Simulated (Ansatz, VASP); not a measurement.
One calculation of Te, two programs

```xyz
1
Lattice="3.1462 0.0000 0.0000 0.0000 3.1462 0.0000 0.0000 0.0000 3.1462" Properties=species:S:1:pos:R:3 pbc="T T T"
Te    0.0000    0.0000    0.0000
```

Alike in both runs: task relaxation of cell and atoms; functional PBE; k mesh 10 × 10 × 10; occupations fermi-dirac, width 0.1 eV; no spin polarisation.

|  | VASP | Ansatz |
| --- | --- | --- |
| version | VASP 6.6.1 | Ansatz 0.2.0 |
| potentials or method | VASP PAW PBE potentials, release 64 (Te), cutoff 600 eV | plane waves (420 eV) with PAW, scalar-relativistic |
| valence electrons in the cell | 6 | 16 |

Ansatz gave:

* relaxed volume (Å³/atom): 32.83
* relaxed length of the cell vector where the two differ most in proportion (Å): 3.202

**Question.** Which values does VASP return?

**Answer.** Relaxed volume (Å³/atom): 32.80; relaxed length of the cell vector where the two differ most in proportion (Å): 3.201.

VASP's potentials hold 6 valence electrons a cell and Ansatz's 16, so a difference there can come from the potentials and not from the codes.

Spin-orbit coupling is off throughout.
